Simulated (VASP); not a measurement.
NaF, 2 atoms in the cell. The structure is cubic, space group Fm-3m (No. 225). Conventional cell: a = 3.369 Å, b = 3.369 Å, c = 3.369 Å, α = 90.00°, β = 90.00°, γ = 90.00°. Within 2.2 Å of Na (site symmetry m-3m) lie 6 F at 1.68 Å. F (site symmetry m-3m) has 6 Na at 1.68 Å within 2.2 Å.  This cell differs from its parent crystal: volume scaled by 0.4.

- Program: VASP 6.6.1
- Task: single point
- Functional: PBE
- Potentials or basis: VASP PAW PBE potentials, release 64 (Na_pv, F)
- Cutoff: 520 eV
- k mesh: 11 × 11 × 11
- Occupations: fermi-dirac, width 0.03 eV
- Spin: no spin polarisation
- Dipole correction: no
- Further INCAR settings: ALGO = Normal; EDIFF = 1e-06; NBANDS = 14

Potentials or basis: VASP PAW PBE potentials, release 64 (Na_pv, F).

The run is started by

```console
$ cat potpaw_PBE.64/Na_pv/POTCAR potpaw_PBE.64/F/POTCAR > POTCAR
$ mpirun -np 1 vasp_std > vasp.out
```

Hardware: 1 thread of AMD EPYC 7R13 Processor (Zen 3), with other jobs on the host.

**Question.** Estimate the wall time of this run.

**Answer.** Wall time 11 s on 1 thread of AMD EPYC 7R13 Processor (Zen 3) (shared host), peak memory 0.08 GiB. Counts: scf iterations 13, k points 56.
